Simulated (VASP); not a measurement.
# ZrC (Fm-3m) in VASP: settings compared

ZrC is run at these levels: r2SCAN, r2SCAN+D4; tasks: single point.

Everything below comes from runs of VASP 6.6.1. Logs are shortened: lines on timing, memory, paths and dates and some standing lists are left out, and cuts for length are marked.

**1. The cell of the first run**

Symmetry: Fm-3m, No. 225, cubic system. The conventional cell has a = 4.679 Å, b = 4.679 Å, c = 4.679 Å, α = 90.00°, β = 90.00°, γ = 90.00°. Zr (site symmetry m-3m) has 6 C at 2.34 Å within 3.1 Å. Within 3.1 Å of C (site symmetry m-3m) lie 6 Zr at 2.34 Å.

**2. Single point, r2SCAN (12.81 Å³/atom)**

File POSCAR:

```
ZrC
1.0
    0.0000000000      2.3397491739      2.3397491739
    2.3397491739      0.0000000000      2.3397491739
    2.3397491739      2.3397491739      0.0000000000
Zr C
1 1
Direct
    0.5000000000      0.5000000000      0.5000000000
    0.0000000000      0.0000000000      0.0000000000
```

File INCAR.step1:

```
ALGO     = Normal         # electronic algorithm
EDIFF    = 1E-5           # SCF threshold, eV
ENCUT    = 660            # plane-wave cutoff, eV
GGA      = PE             # functional
GGA_COMPAT= False        
ISMEAR   = 0              # smearing method
LASPH    = True           # aspherical terms in the spheres
LCHARG   = False          # write CHGCAR
LREAL    = False          # projectors in reciprocal space
LWAVE    = True           # write WAVECAR
NBANDS   = 15             # bands
NELM     = 120            # most SCF steps
PREC     = Accurate       # precision mode
SIGMA    = 0.05           # smearing width, eV
```

File INCAR.step2:

```
ALGO     = Normal         # electronic algorithm
EDIFF    = 1E-6           # SCF threshold, eV
ENCUT    = 660            # plane-wave cutoff, eV
GGA_COMPAT= False        
ISIF     = 2              # what is computed and relaxed
ISMEAR   = 0              # smearing method
ISTART   = 1            
LASPH    = True           # aspherical terms in the spheres
LCHARG   = False          # write CHGCAR
LMIXTAU  = True         
LREAL    = False          # projectors in reciprocal space
LWAVE    = False          # write WAVECAR
METAGGA  = R2SCAN         # meta-GGA
NBANDS   = 15             # bands
NELM     = 120            # most SCF steps
PREC     = Accurate       # precision mode
SIGMA    = 0.05           # smearing width, eV
```

File KPOINTS:

```
k-points
0
Gamma
  8 8 8
```

Potentials or basis: VASP PAW PBE potentials, release 64 (Zr_sv, C).

The run is started by

```
$ cat potpaw_PBE.64/Zr_sv/POTCAR potpaw_PBE.64/C/POTCAR > POTCAR
$ cp INCAR.step1 INCAR
$ mpirun -np 1 vasp_std > vasp.out
$ cp INCAR.step2 INCAR
$ mpirun -np 1 vasp_std > vasp.out
```

OUTCAR:

```text
EDIFF = 1E-6
   ENCUT = 660
   ISIF = 2
   ISMEAR = 0
   ISTART = 1
   LASPH = True
   LREAL = False
   METAGGA = R2SCAN
   NELM = 120
   PREC = Accurate

 ion  position               nearest neighbor table
   1  0.500  0.500  0.500-   2 2.34   2 2.34   2 2.34   2 2.34   2 2.34   2 2.34
   2  0.000  0.000  0.000-   1 2.34   1 2.34   1 2.34   1 2.34   1 2.34   1 2.34

  LATTYP: Found a face centered cubic cell.
 ALAT       =     4.6794983478

  Lattice vectors:

 A1 = (   0.0000000000,   2.3397491739,   2.3397491739)
 A2 = (   2.3397491739,   0.0000000000,   2.3397491739)
 A3 = (   2.3397491739,   2.3397491739,   0.0000000000)

Analysis of symmetry for initial positions (statically):
=====================================================================
 Subroutine PRICEL returns:
 Original cell was already a primitive cell.

 Routine SETGRP: Setting up the symmetry group for a
 face centered cubic supercell.

 Subroutine GETGRP returns: Found 48 space group operations
 (whereof 48 operations were pure point group operations)
 out of a pool of 48 trial point group operations.

The static configuration has the point symmetry O_h .

Analysis of symmetry for dynamics (positions and initial velocities):
=====================================================================
 Subroutine PRICEL returns:
 Original cell was already a primitive cell.

 Routine SETGRP: Setting up the symmetry group for a
 face centered cubic supercell.

 Subroutine GETGRP returns: Found 48 space group operations
 (whereof 48 operations were pure point group operations)
 out of a pool of 48 trial point group operations.

The dynamic configuration has the point symmetry O_h .

 Subroutine INISYM returns: Found 48 space group operations
 (whereof 48 operations are pure point group operations),
 and found     1 'primitive' translations

----------------------------------------------------------------------------------------

                                     Primitive cell

  volume of cell :      25.6176

  direct lattice vectors                    reciprocal lattice vectors
     0.000000000  2.339749174  2.339749174    -0.213698120  0.213698120  0.213698120
     2.339749174  0.000000000  2.339749174     0.213698120 -0.213698120  0.213698120
     2.339749174  2.339749174  0.000000000     0.213698120  0.213698120 -0.213698120

  length of vectors
     3.308905014  3.308905014  3.308905014     0.370136002  0.370136002  0.370136002

  position of ions in fractional coordinates (direct lattice)
     0.500000000  0.500000000  0.500000000
     0.000000000  0.000000000  0.000000000

  ion indices of the primitive-cell ions
   primitive index   ion index
                 1           1
                 2           2

----------------------------------------------------------------------------------------

 KPOINTS: k-points

Automatic generation of k-mesh.
 Grid dimensions read from file:
 generate k-points for:    8    8    8

 Generating k-lattice:

  Cartesian coordinates                     Fractional coordinates (reciprocal lattice)
    -0.026712265  0.026712265  0.026712265     0.125000000  0.000000000  0.000000000
     0.026712265 -0.026712265  0.026712265     0.000000000  0.125000000  0.000000000
     0.026712265  0.026712265 -0.026712265     0.000000000  0.000000000  0.125000000

  Length of vectors
     0.046267000  0.046267000  0.046267000

  Shift w.r.t. Gamma in fractional coordinates (k-lattice)
     0.000000000  0.000000000  0.000000000

 Subroutine IBZKPT returns following result:
 ===========================================

 Found     29 irreducible k-points:

 Following reciprocal coordinates:
            Coordinates               Weight
  0.000000  0.000000  0.000000      1.000000
  0.125000  0.000000  0.000000      8.000000
  0.250000  0.000000  0.000000      8.000000
  0.375000  0.000000  0.000000      8.000000
  0.500000  0.000000  0.000000      4.000000
  0.125000  0.125000  0.000000      6.000000
[... 16 lines left out ...]
  0.500000  0.250000  0.125000     48.000000
 -0.375000  0.250000  0.125000     24.000000
 [... further k-points ...]
   k-points           NKPTS =     29   k-points in BZ     NKDIM =     29   number of bands    NBANDS=     15
   number of dos      NEDOS =    301   number of ions     NIONS =      2
   total plane-waves  NPLWV =  21952
   dimension x,y,z NGX =    28 NGY =   28 NGZ =   28
   dimension x,y,z NGXF=    56 NGYF=   56 NGZF=   56
   ions per type =               1   1
   NGX,Y,Z   is equivalent  to a cutoff of  14.07, 14.07, 14.07 a.u.
   NGXF,Y,Z  is equivalent  to a cutoff of  28.14, 28.14, 28.14 a.u.
 SYSTEM =  unknown system
   PREC   = accura    normal or accurate (medium, high low for compatibility)
   ISTART =      1    job   : 0-new  1-cont  2-samecut
   ICHARG =      0    charge: 1-file 2-atom 10-const
   ISPIN  =      1    spin polarized calculation?
   LNONCOLLINEAR =      F non collinear calculations
   LSORBIT =      F    spin-orbit coupling
   LASPH  =      T    aspherical Exc in radial PAW
   ENCUT  =  660.0 eV  48.51 Ry    6.96 a.u.   6.93  6.93  6.93*2*pi/ulx,y,z
   NELM   =    120;   NELMIN=  2; NELMDL=  0     # of ELM steps
   EDIFF  = 0.1E-05   stopping-criterion for ELM
   LREAL  =      F    real-space projection
   EDIFFG = 0.1E-04   stopping-criterion for IOM
   NSW    =      0    number of steps for IOM
   IBRION =     -1    ionic relax: 0-MD 1-quasi-New 2-CG
   NFREE  =      0    steps in history (QN), initial steepest desc. (CG)
   ISIF   =      2    stress and relaxation
   ISYM   =      2    0-nonsym 1-usesym 2-fastsym
   POTIM  = 0.5000    time-step for ionic-motion
   TEBEG  =    0.0;   TEEND  =   0.0 temperature during run
   PSTRESS=    0.0 pullay stress
   NELECT =      16.0000    total number of electrons
   NUPDOWN=      -1.0000    fix difference up-down
   EMIN   =  10.00;   EMAX   =-10.00  energy-range for DOS
   EFERMI =   0.00;   METHOD = LEGACY
   ISMEAR =     0;   SIGMA  =   0.05  broadening in eV -4-tet -1-fermi 0-gaus
   EFERMI_NEDOS =   21; number of points for ismear=-14 and -15
   IALGO  =     38    algorithm
   IMIX   =      4    mixing-type and parameters
     AMIX     =   0.40;   BMIX     =  1.00
     AMIX_MAG =   1.60;   BMIX_MAG =  1.00
  volume/ion in A,a.u.               =      12.81        86.44
  Fermi-wavevector in a.u.,A,eV,Ry     =   1.399380  2.644444 26.643787  1.958263
  Thomas-Fermi vector in A             =   2.522445
   LORBIT       =      0    0 simple, 1 ext, 2 COOP (PROOUT), +10 PAW based schemes
   METAGGA = R2SCAN    functional components
   LHFCALC =     F    Hartree Fock is set to
   AEXX    =    0.0000 exact exchange contribution
   IVDW    =     0    specifies the selected vdW correction
   LEPSILON=     F    determine dielectric tensor
   LRPA    =     F    only Hartree local field effects (RPA)
 non-spin polarized calculation
 Gauss-broadening in eV      SIGMA  =   0.05
  energy-cutoff  :      660.00
  volume of cell :       25.62
 maximum number of plane-waves:       998
   NGX = 13   NGY = 13   NGZ = 13

 number of electron      16.0000000 magnetization

 Free energy of the ion-electron system (eV)
  ---------------------------------------------------
  ext. energy  EPLUGINS =         0.00000000
  ---------------------------------------------------
  free energy    TOTEN  =       -34.71418837 eV

  energy without entropy =      -34.71348173  energy(sigma->0) =      -34.71383505

 E-fermi :   9.7504     XC(G=0): -13.0159

 val. band max:        9.6069844610   @ k =   0.3750   0.3750   0.0000
 cond. band min:       9.7514149863   @ k =   0.1250   0.1250   0.0000
 fundamental gap:      0.1444305253
 Fermi energy:         9.7503864425

 k-point     1 :       0.0000    0.0000    0.0000
  band No.  band energies     occupation
      1     -39.9663      2.00000
      2     -16.9591      2.00000
      3     -16.9591      2.00000
      4     -16.9591      2.00000
      5      -2.2849      2.00000
      6      10.7264      0.00000
      7      10.7264      0.00000
      8      10.7264      0.00000
      9      11.1239      0.00000
     10      11.1239      0.00000
     11      11.1239      0.00000
     12      12.8095      0.00000
     13      12.8095      0.00000
     14      17.9088      0.00000
     15      20.9617      0.00000

 k-point     2 :       0.1250    0.0000    0.0000
  band No.  band energies     occupation
      1     -39.9498      2.00000
      2     -17.1057      2.00000
      3     -16.9710      2.00000
      4     -16.9710      2.00000
      5      -1.9194      2.00000
      6       9.0232      2.00000
      7       9.3573      2.00000
      8       9.3573      2.00000
      9      11.6312      0.00000
     10      11.6312      0.00000
     11      12.0777      0.00000
     12      14.4461      0.00000
     13      14.4461      0.00000
     14      18.6403      0.00000
     15      21.9169      0.00000

 k-point     3 :       0.2500    0.0000    0.0000
  band No.  band energies     occupation
      1     -39.9098      2.00000
      2     -17.4441      2.00000
      3     -16.9995      2.00000
      4     -16.9995      2.00000
      5      -0.9655      2.00000
      6       6.9308      2.00000
      7       7.8942      2.00000
      8       7.8942      2.00000
      9      12.6522      0.00000
     10      12.6522      0.00000
     11      12.8783      0.00000
     12      17.0315      0.00000
     13      17.0315      0.00000
     14      19.7134      0.00000
     15      23.7147      0.00000
[... 343 lines left out ...]
 k-point    23 :       0.5000    0.2500    0.1250
  band No.  band energies     occupation
      1     -39.8474      2.00000
      2     -17.6721      2.00000
      3     -17.2564      2.00000
      4     -17.0926      2.00000
      5      -0.0658      2.00000
      6       5.5747      2.00000
      7       7.1889      2.00000
      8       7.5467      2.00000
      9      12.3477      0.00000
     10      14.8003      0.00000
     11      15.2979      0.00000
     12      16.9292      0.00000
     13      19.1852      0.00000
     14      21.2629      0.00000
     15      24.4681      0.00000

 k-point    24 :      -0.3750    0.2500    0.1250
  band No.  band energies     occupation
      1     -39.8339      2.00000
      2     -17.7445      2.00000
      3     -17.2780      2.00000
      4     -17.1203      2.00000
      5       0.1668      2.00000
      6       5.3575      2.00000
      7       7.1282      2.00000
      8       7.2063      2.00000
      9      13.4959      0.00000
     10      13.9719      0.00000
     11      15.4984      0.00000
     12      18.3777      0.00000
     13      19.1615      0.00000
     14      20.7517      0.00000
     15      24.4796      0.00000

 [... further k-points ...]

------------------------ aborting loop because EDIFF is reached ----------------------------------------

  FORCE on cell =-STRESS in cart. coord.  units (eV):
  Direction    XX          YY          ZZ          XY          YZ          ZX
  --------------------------------------------------------------------------------------
  -------------------------------------------------------------------------------------
  Total        0.7918499      0.7918499      0.7918499      0.0000000      0.0000000     -0.0000000
  in kB       49.5239821     49.5239821     49.5239821      0.0000000      0.0000000     -0.0000000
  external PRESSURE =      49.5239821 kB  Pullay stress =       0.0000000 kB

 VOLUME and BASIS-vectors are now :
 -----------------------------------------------------------------------------
  energy-cutoff  :      660.00
  volume of cell :       25.62
      direct lattice vectors                 reciprocal lattice vectors
     0.000000000  2.339749174  2.339749174    -0.213698120  0.213698120  0.213698120
     2.339749174  0.000000000  2.339749174     0.213698120 -0.213698120  0.213698120
     2.339749174  2.339749174  0.000000000     0.213698120  0.213698120 -0.213698120

 POSITION                                       TOTAL-FORCE (eV/Angst)
 -----------------------------------------------------------------------------------
      2.33975      2.33975      2.33975        -0.000000      0.000000     -0.000000
      0.00000      0.00000      0.00000         0.000000      0.000000      0.000000
 -----------------------------------------------------------------------------------
    total drift:                                0.000000      0.000000      0.000000

  FREE ENERGIE OF THE ION-ELECTRON SYSTEM (eV)
  ---------------------------------------------------
  free  energy   TOTEN  =       -34.7141883736 eV

  energy  without entropy=      -34.7134817289  energy(sigma->0) =      -34.71383505
```

Wall time 88 s (1 thread of Intel Xeon Platinum 8259CL at 2.50GHz (Skylake/Cascade Lake), shared host); peak memory 0.17 GiB.

What came out:

| Quantity | Value |
| --- | --- |
| Free energy | -34.7142 eV |
| Pressure | 5.0 GPa |
| Band gap on the k mesh | zero (bands 8 and 9 overlap by 1.33 eV) |

Caveat: the cell stands under pressure; the PAW data sets were made with another functional, which shifts forces and pressure a little.

(Continued in part 2 of 2.)
